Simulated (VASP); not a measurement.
# Al3GaN4 (P-43m) in VASP: further runs

Runs on Al3GaN4. Level: PBEsol. Tasks: relaxation of the atoms, single point.

Program: VASP 6.6.1. These are calculated values, not measurements. Logs are shortened: lines on timing, memory, paths and dates and some standing lists are left out, and cuts for length are marked.

**1. The cell of the first run**

The structure is cubic, space group P-43m (No. 215). Conventional cell: a = 4.473 Å, b = 4.473 Å, c = 4.473 Å, α = 90.00°, β = 90.00°, γ = 90.00°. Within 2.6 Å of Al (site symmetry -42m) lie 4 N at 1.92 Å. Within 2.6 Å of Ga (site symmetry -43m) lie 4 N at 1.98 Å. Within 2.6 Å of N (site symmetry 3m) lie 3 Al at 1.92 Å and 1 Ga at 1.98 Å.

**2. Relaxation of the atoms, PBEsol (equal strain along all axes, cell held: +1.5 %)**

File INCAR:

```
SYSTEM = Al3GaN4
PREC     = Accurate       ! precision mode
ENCUT    = 520            ! plane-wave cutoff, eV
EDIFF    = 1E-6           ! SCF threshold, eV
ISMEAR   = 0              ! smearing method
SIGMA    = 0.02           ! smearing width, eV
LREAL    = .False.        ! projectors in reciprocal space
LASPH    = .True.         ! aspherical terms in the spheres
NELM     = 80             ! most SCF steps
ALGO     = Normal         ! electronic algorithm
ISIF     = 2              ! what is computed and relaxed
LWAVE    = .False.        ! write WAVECAR
LCHARG   = .False.        ! write CHGCAR
GGA      = PS             ! functional
IBRION   = 2              ! ionic algorithm
NSW      = 60             ! ionic steps
EDIFFG   = -0.008         ! ionic threshold
```

File KPOINTS:

```
Automatic mesh
0
Gamma
  6 6 6
  0 0 0
```

File POSCAR:

```
Al3GaN4
1.0
    4.4730997683      0.0000000000      0.0000000000
    0.0000000000      4.4730997683      0.0000000000
    0.0000000000      0.0000000000      4.4730997683
Al Ga N
3 1 4
Direct
    0.5000000000      0.5000000000      0.0000000000
    0.5000000000      0.0000000000      0.5000000000
    0.0000000000      0.5000000000      0.5000000000
    0.0000000000      0.0000000000      0.0000000000
    0.7447077177      0.7447077177      0.2552922823
    0.7447077177      0.2552922823      0.7447077177
    0.2552922823      0.7447077177      0.7447077177
    0.2552922823      0.2552922823      0.2552922823
```

Potentials or basis: VASP PAW PBE potentials, release 64 (Al, Ga_d, N).

On the command line:

```bash
$ cat potpaw_PBE.64/Al/POTCAR potpaw_PBE.64/Ga_d/POTCAR potpaw_PBE.64/N/POTCAR > POTCAR
$ mpirun -np 1 vasp_std > vasp.out
```

OUTCAR:

```text
SYSTEM = Al3GaN4
   PREC = Accurate
   ENCUT = 520
   EDIFF = 1E-6
   ISMEAR = 0
   LREAL = .False.
   LASPH = .True.
   NELM = 80
   ISIF = 2
   GGA = PS
   IBRION = 2
   NSW = 60
   EDIFFG = -0.008

 ion  position               nearest neighbor table
   1  0.500  0.500  0.000-   5 1.92   6 1.92   7 1.92   8 1.92   2 3.16   3 3.16   2 3.16   3 3.16
                             2 3.16   2 3.16   3 3.16   3 3.16
   2  0.500  0.000  0.500-   5 1.92   6 1.92   7 1.92   8 1.92   1 3.16   3 3.16   1 3.16   1 3.16
                             3 3.16   1 3.16   3 3.16   3 3.16
   3  0.000  0.500  0.500-   5 1.92   6 1.92   7 1.92   8 1.92   1 3.16   2 3.16   1 3.16   2 3.16
                             1 3.16   2 3.16   1 3.16   2 3.16
   4  0.000  0.000  0.000-   5 1.98   6 1.98   7 1.98   8 1.98
   5  0.745  0.745  0.255-   2 1.92   3 1.92   1 1.92   4 1.98
   6  0.745  0.255  0.745-   2 1.92   3 1.92   1 1.92   4 1.98
   7  0.255  0.745  0.745-   2 1.92   3 1.92   1 1.92   4 1.98
   8  0.255  0.255  0.255-   2 1.92   3 1.92   1 1.92   4 1.98

  LATTYP: Found a simple cubic cell.
 ALAT       =     4.4730997683

  Lattice vectors:

 A1 = (   4.4730997683,   0.0000000000,   0.0000000000)
 A2 = (   0.0000000000,   4.4730997683,   0.0000000000)
 A3 = (   0.0000000000,   0.0000000000,   4.4730997683)

Analysis of symmetry for initial positions (statically):
=====================================================================
 Subroutine PRICEL returns:
 Original cell was already a primitive cell.

 Routine SETGRP: Setting up the symmetry group for a
 simple cubic supercell.

 Subroutine GETGRP returns: Found 24 space group operations
 (whereof 24 operations were pure point group operations)
 out of a pool of 48 trial point group operations.

The static configuration has the point symmetry T_d .

Analysis of symmetry for dynamics (positions and initial velocities):
=====================================================================
 Subroutine PRICEL returns:
 Original cell was already a primitive cell.

 Routine SETGRP: Setting up the symmetry group for a
 simple cubic supercell.

 Subroutine GETGRP returns: Found 24 space group operations
 (whereof 24 operations were pure point group operations)
 out of a pool of 48 trial point group operations.

The dynamic configuration has the point symmetry T_d .

 Subroutine INISYM returns: Found 24 space group operations
 (whereof 24 operations are pure point group operations),
 and found     1 'primitive' translations

[... 108 lines left out ...]
   ISYM   =      2    0-nonsym 1-usesym 2-fastsym
   POTIM  = 0.5000    time-step for ionic-motion
   TEBEG  =    0.0;   TEEND  =   0.0 temperature during run
   PSTRESS=    0.0 pullay stress
   NELECT =      42.0000    total number of electrons
   NUPDOWN=      -1.0000    fix difference up-down
   EMIN   =  10.00;   EMAX   =-10.00  energy-range for DOS
   EFERMI =   0.00;   METHOD = LEGACY
   ISMEAR =     0;   SIGMA  =   0.02  broadening in eV -4-tet -1-fermi 0-gaus
   EFERMI_NEDOS =   21; number of points for ismear=-14 and -15
   IALGO  =     38    algorithm
   IMIX   =      4    mixing-type and parameters
     AMIX     =   0.40;   BMIX     =  1.00
     AMIX_MAG =   1.60;   BMIX_MAG =  1.00
  volume/ion in A,a.u.               =      11.19        75.50
  Fermi-wavevector in a.u.,A,eV,Ry     =   1.272182  2.404076 22.020319  1.618448
  Thomas-Fermi vector in A             =   2.405075
   LORBIT       =      0    0 simple, 1 ext, 2 COOP (PROOUT), +10 PAW based schemes
   GGA     = PS    functional components
   LHFCALC =     F    Hartree Fock is set to
   AEXX    =    0.0000 exact exchange contribution
   IVDW    =     0    specifies the selected vdW correction
   LEPSILON=     F    determine dielectric tensor
   LRPA    =     F    only Hartree local field effects (RPA)
 conjugate gradient relaxation of ions
 non-spin polarized calculation
 Gauss-broadening in eV      SIGMA  =   0.02
  energy-cutoff  :      520.00
  volume of cell :       89.50
 maximum number of plane-waves:      2469
 NGX is ok and might be reduce to    36
   NGX = 17   NGY = 17   NGZ = 17

 number of electron      41.9999989 magnetization

 Free energy of the ion-electron system (eV)
  ---------------------------------------------------
  ext. energy  EPLUGINS =         0.00000000
  ---------------------------------------------------
  free energy    TOTEN  =       -59.84987207 eV

  energy without entropy =      -59.84987207  energy(sigma->0) =      -59.84987207

 E-fermi :   5.3028     XC(G=0): -11.1228

 val. band max:        5.1951934089   @ k =   0.0000   0.0000   0.0000
 cond. band min:       8.2733828061   @ k =   0.0000   0.0000   0.0000
 fundamental gap:      3.0781893972
 Fermi energy:         5.3028281386

 k-point     1 :       0.0000    0.0000    0.0000
  band No.  band energies     occupation
      1      -9.6791      2.00000
      2      -8.1331      2.00000
      3      -8.1331      2.00000
      4      -8.1331      2.00000
      5      -7.4571      2.00000
      6      -7.4571      2.00000
[... 569 lines left out ...]
     25      11.7397      0.00000
     26      14.4109      0.00000

------------------------ aborting loop because EDIFF is reached ----------------------------------------

  FORCE on cell =-STRESS in cart. coord.  units (eV):
  Direction    XX          YY          ZZ          XY          YZ          ZX
  --------------------------------------------------------------------------------------
  -------------------------------------------------------------------------------------
  Total       -4.5534222     -4.5534222     -4.5534222     -0.0000000     -0.0000000      0.0000000
  in kB      -81.5122244    -81.5122244    -81.5122244     -0.0000000     -0.0000000      0.0000000
  external PRESSURE =     -81.5122244 kB  Pullay stress =       0.0000000 kB

 VOLUME and BASIS-vectors are now :
 -----------------------------------------------------------------------------
  energy-cutoff  :      520.00
  volume of cell :       89.50
      direct lattice vectors                 reciprocal lattice vectors
     4.473099768  0.000000000  0.000000000     0.223558617  0.000000000  0.000000000
     0.000000000  4.473099768  0.000000000     0.000000000  0.223558617  0.000000000
     0.000000000  0.000000000  4.473099768     0.000000000  0.000000000  0.223558617

 POSITION                                       TOTAL-FORCE (eV/Angst)
 -----------------------------------------------------------------------------------
      2.23655      2.23655      0.00000         0.000000      0.000000      0.000000
      2.23655      0.00000      2.23655         0.000000      0.000000      0.000000
      0.00000      2.23655      2.23655         0.000000      0.000000      0.000000
      0.00000      0.00000      0.00000         0.000000      0.000000      0.000000
      3.33115      3.33115      1.14195         0.004129      0.004129     -0.004129
      3.33115      1.14195      3.33115         0.004129     -0.004129      0.004129
      1.14195      3.33115      3.33115        -0.004129      0.004129      0.004129
      1.14195      1.14195      1.14195        -0.004129     -0.004129     -0.004129
 -----------------------------------------------------------------------------------
    total drift:                               -0.000000     -0.000000      0.000000

  FREE ENERGIE OF THE ION-ELECTRON SYSTEM (eV)
  ---------------------------------------------------
  free  energy   TOTEN  =       -59.8498720692 eV

  energy  without entropy=      -59.8498720692  energy(sigma->0) =      -59.84987207

 reached required accuracy - stopping structural energy minimisation
```

OSZICAR:

```text
N       E                     dE             d eps       ncg     rms          rms(c)
DAV:   1     0.341346644311E+03    0.34135E+03   -0.19886E+04  1082   0.198E+03
DAV:   2    -0.177598318283E+02   -0.35911E+03   -0.34737E+03  1262   0.469E+02
DAV:   3    -0.660429124755E+02   -0.48283E+02   -0.46541E+02  1188   0.147E+02
DAV:   4    -0.681179203129E+02   -0.20750E+01   -0.20675E+01  1404   0.331E+01
DAV:   5    -0.681616159045E+02   -0.43696E-01   -0.43629E-01  1328   0.443E+00    0.157E+01
DAV:   6    -0.598852484813E+02    0.82764E+01   -0.36173E+01  1578   0.587E+01    0.554E+00
DAV:   7    -0.599276212704E+02   -0.42373E-01   -0.20135E+00  1190   0.112E+01    0.380E+00
DAV:   8    -0.598656961322E+02    0.61925E-01   -0.32037E-01  1434   0.573E+00    0.870E-01
DAV:   9    -0.598497818062E+02    0.15914E-01   -0.67022E-02  1630   0.371E+00    0.467E-01
DAV:  10    -0.598497260185E+02    0.55788E-04   -0.88556E-03  1224   0.618E-01    0.174E-01
DAV:  11    -0.598498659697E+02   -0.13995E-03   -0.67937E-04  1696   0.272E-01    0.196E-02
DAV:  12    -0.598498713510E+02   -0.53812E-05   -0.10686E-04  1224   0.774E-02    0.172E-02
DAV:  13    -0.598498720692E+02   -0.71821E-06   -0.83012E-06  1524   0.387E-02
   1 F= -.59849872E+02 E0= -.59849872E+02  d E =-.598499E+02
```

Run time: 75 s. Hardware: 1 thread of Intel Xeon 8259CL, shared host; peak memory 0.22 GiB.

What came out:

- Free energy: -59.8499 eV
- Pressure after relaxing: -8.2 GPa
- Largest force after relaxing: 0.007 eV/Å
- Band gap on the k mesh: 3.08 eV, direct

Forces on the atoms (eV/Å):
```
Al   0.000  0.000  0.000
Al   0.000  0.000  0.000
Al   0.000  0.000  0.000
Ga   0.000  0.000  0.000
N    0.004  0.004 -0.004
N    0.004 -0.004  0.004
N   -0.004  0.004  0.004
N   -0.004 -0.004 -0.004
```

Final structure:
```
Al Ga N
1.0
     4.47310    0.00000    0.00000
     0.00000    4.47310    0.00000
     0.00000    0.00000    4.47310
Al Ga N
3 1 4
Direct
  0.50000 0.50000 0.00000
  0.50000 0.00000 0.50000
  0.00000 0.50000 0.50000
  0.00000 0.00000 0.00000
  0.74471 0.74471 0.25529
  0.74471 0.25529 0.74471
  0.25529 0.74471 0.74471
  0.25529 0.25529 0.25529
```

Caveat: the cell differs from its parent crystal (equal strain along all axes, cell held: +1.5 %); the relaxation stopped at its first step, so nothing moved; the PAW data sets were made with another functional, which shifts forces and pressure a little. A k mesh can miss the band edges.

[end of part 1 of 2]
